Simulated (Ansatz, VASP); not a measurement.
## LiH3: VASP beside Ansatz

```
Li H
1.0
     5.51185    0.00000    0.00000
    -2.75593    4.77341    0.00000
     0.00000    0.00000    5.43119
Li H
1 3
Cartesian
  0.0000 0.0000 2.7156
  0.0000 0.0000 4.4216
  0.0000 0.0000 1.0096
  0.0000 0.0000 0.0000
```

Alike in both runs: functional PBE; k mesh 6 × 6 × 4; occupations gaussian, width 0.02 eV; no spin polarisation.

Ansatz relaxed the structure, and its values are those at the end. VASP's run is a single point on that final structure, the one shown.

|  | VASP | Ansatz |
| --- | --- | --- |
| version | VASP 6.6.1 | Ansatz 0.2.0 |
| potentials or method | VASP PAW PBE potentials, release 64 (Li_sv, H), cutoff 520 eV | scalar-relativistic, plane waves, PAW |
| valence electrons in the cell | 6 | 6 |

VASP gave:

```
gap on the k mesh at the Fermi level (eV) : 3.07
least direct gap on the mesh (eV)         : 3.12
rms of the force components (eV/Å)        : 0.009
```

Which values does Ansatz return?

gap on the k mesh at the Fermi level (eV): 3.07; least direct gap on the mesh (eV): 3.12; rms of the force components (eV/Å): 0.002.

Noted on VASP's run: the cutoff is short for stress, so the pressure is rough.
